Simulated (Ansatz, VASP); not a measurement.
TaAs: VASP beside Ansatz

Contents of INCAR:

```
PREC = Accurate
ENCUT = 520
EDIFF = 1E-6
ISMEAR = -1
SIGMA = 0.05
LREAL = F
LASPH = T
NELM = 150
ALGO = Normal
ISIF = 2
LWAVE = F
LCHARG = F
LNONCOLLINEAR = T
MAGMOM = 0 0 0 0 0 0 0 0 0 0 0 0
LORBIT = 11
LSORBIT = T
GGA_COMPAT = F
LORBMOM = T
LMAXMIX = 4
GGA = PS
NBANDS = 46
```

The input KPOINTS:

```
Automatic mesh
0
Gamma
  8 8 8
```

Contents of POSCAR:

```
TaAs
1.0
   -1.7218133622      1.7218133622      5.8679415361
    1.7218133622     -1.7218133622      5.8679415361
    1.7218133622      1.7218133622     -5.8679415361
Ta As
2 2
Direct
    0.4999673000      0.4999673000      0.0000000000
    0.2499673000      0.7499673000      0.5000000000
    0.0826321200      0.0826321200      0.0000000000
    0.8326321200      0.3326321200      0.5000000000
```

input.yaml

```yaml
crystal:
  lattice:
    - [-1.7218133622, 1.7218133622, 5.8679415361]
    - [1.7218133622, -1.7218133622, 5.8679415361]
    - [1.7218133622, 1.7218133622, -5.8679415361]
  atoms:
    - { symbol: Ta, position: [0.4999673, 0.4999673, 0.0] }
    - { symbol: Ta, position: [0.2499673, 0.7499673, 0.5] }
    - { symbol: As, position: [0.08263212, 0.08263212, 0.0] }
    - { symbol: As, position: [0.83263212, 0.33263212, 0.5] }
kpoints:
  mp_grid: { grid: [8, 8, 8] }
  band_path:
    path:
      - [0.0, 0.0, 0.0]
      - [-0.5, 0.5, 0.0]
      - [-0.5, 0.5, -0.0430497462]
      - [-0.2715248731, 0.2715248731, -0.2715248731]
      - [0.0, 0.0, 0.0]
      - [0.5, 0.5, -0.5]
      - [0.2715248731, 0.7284751269, -0.7284751269]
      - [0.0, 0.5, -0.5]
    npoints: 6
scf:
  occupations: { method: fermi_dirac, width: 0.05 }
hamiltonian:
  xc: pbesol
  pseudopotentials: { kind: all_electron, lapw: { basis_error: 0.002 } }
magnetization:
  noncollinear: true
  spin_orbit: true
output:
  forces: true
  stress: true
  eigenvalues: true
```

Alike in both runs: functional PBEsol; k mesh 8 × 8 × 8; occupations fermi-dirac, width 0.05 eV; non-collinear spin, spin-orbit coupling.

|  | VASP | Ansatz |
| --- | --- | --- |
| version | VASP 6.6.1 | Ansatz 0.2.0 |
| potentials or method | VASP PAW PBE potentials, release 64 (Ta_pv, As), cutoff 520 eV | all-electron LAPW, relativistic spinors |
| task | single point | band structure |

|  | VASP | Ansatz | Ansatz less VASP |
| --- | --- | --- | --- |
| pressure (GPa) | -3.0 | -3.8 | -0.81 |
| traceless stress, the component that is largest in VASP (GPa) | -0.29 | -0.20 | +0.094 |
| rms of the force components (eV/Å) | 0.017 | 0.014 | -0.0034 |

VASP's potentials were made for PBE, not for PBEsol. Atom by atom the forces differ by 0.003 eV/Å (rms over components). Ansatz ran all-electron here, and VASP with PAW potentials.

Noted on Ansatz's run: the k mesh is thin for a metal, which can move the energy by tens of meV per atom.
